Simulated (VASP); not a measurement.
A run of VASP 6.6.1 is set up as follows.

POSCAR

```
Mg3ZrN
1.0
    3.2346845927      0.0000000000      0.0000000000
    0.0000000000      3.2346845927      0.0000000000
    0.0000000000      0.0000000000     17.7033164729
Mg Zr N
6 2 2
Direct
    0.5000000000      0.0000000000      0.8076751203
    0.0000000000      0.5000000000      0.1923248797
    0.5000000000      0.0000000000      0.5626839559
    0.0000000000      0.5000000000      0.4373160441
    0.0000000000      0.5000000000      0.6867053026
    0.5000000000      0.0000000000      0.3132946974
    0.0000000000      0.5000000000      0.9375161624
    0.5000000000      0.0000000000      0.0624838376
    0.5000000000      0.0000000000      0.9364294104
    0.0000000000      0.5000000000      0.0635705896
```

File INCAR.step1:

```
PREC = Accurate
ENCUT = 520
ISMEAR = 0
SIGMA = 0.1
LREAL = False
LASPH = True
NELM = 100
NBANDS = 34
GGA = PE
ALGO = Normal
EDIFF = 1E-4
LWAVE = True
LCHARG = False
```

INCAR.step2

```
PREC = Accurate
ENCUT = 520
EDIFF = 1E-6
ISMEAR = 0
SIGMA = 0.1
LREAL = False
LASPH = True
NELM = 100
ALGO = Normal
ISIF = 2
LWAVE = False
LCHARG = False
METAGGA = R2SCAN
LMIXTAU = True
NBANDS = 34
ISTART = 1
```

The input KPOINTS:

```
regular mesh
0
Gamma
  10 10 2
```

Potentials or basis: VASP PAW PBE potentials, release 64 (Mg, Zr_sv, N).

Run with:

```console
$ cat potpaw_PBE.64/Mg/POTCAR potpaw_PBE.64/Zr_sv/POTCAR potpaw_PBE.64/N/POTCAR > POTCAR
$ cp INCAR.step1 INCAR
$ mpirun -np 1 vasp_std > vasp.out
$ cp INCAR.step2 INCAR
$ mpirun -np 1 vasp_std > vasp.out
```

Task: Estimate the largest force.

Result: 0.171 eV/Å.

Task: Estimate the band gap on the k mesh.

Result: Zero (bands 23 and 24 overlap by 1.95 eV).

Task: Predict the pressure.

Result: -1.0 GPa.

Forces on the atoms (eV/Å):
```
Mg   0.000  0.000  0.046
Mg   0.000  0.000 -0.046
Mg   0.000  0.000  0.002
Mg   0.000  0.000 -0.002
Mg   0.000  0.000  0.009
Mg   0.000  0.000 -0.009
Zr   0.000  0.000 -0.171
Zr   0.000  0.000  0.171
N    0.000  0.000  0.069
N    0.000  0.000 -0.069
```

Caveat: the PAW data sets were made with another functional, which shifts forces and pressure a little.
